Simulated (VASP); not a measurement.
A run of VASP 6.6.1:

The input INCAR:

```
SYSTEM = Zn
PREC = Accurate ; ENCUT = 520
EDIFF = 1E-6 ; ISMEAR = 0
SIGMA = 0.15 ; LREAL = .FALSE.
LASPH = .TRUE. ; NELM = 100
ALGO = Fast ; ISIF = 2
LWAVE = .FALSE. ; LCHARG = .FALSE.
GGA = PS ; NBANDS = 12
```

The input KPOINTS:

```
Automatic mesh
0
G
  22 22 22
  0 0 0
```

The input POSCAR:

```
Zn
1.0
   -0.9146434277      1.5948958838      1.5948958838
    1.5948958838     -0.9146434277      1.5948958838
    1.5948958838      1.5948958838     -0.9146434277
Zn
1
Direct
    0.0000000000      0.0000000000      0.0000000000
```

Potentials or basis: VASP PAW PBE potentials, release 64 (Zn).

Launch:

```sh
$ cat potpaw_PBE.64/Zn/POTCAR > POTCAR
$ mpirun -np 1 vasp_std > vasp.out
```

Hardware: 1 thread of Intel Xeon 8259CL (shared host).

Q: Estimate the wall time of this run.

A: It took 2.2 min on 1 thread of Intel Xeon 8259CL, with other jobs on the host, peak memory 0.27 GiB. Counts: scf iterations 11, k points 1024.
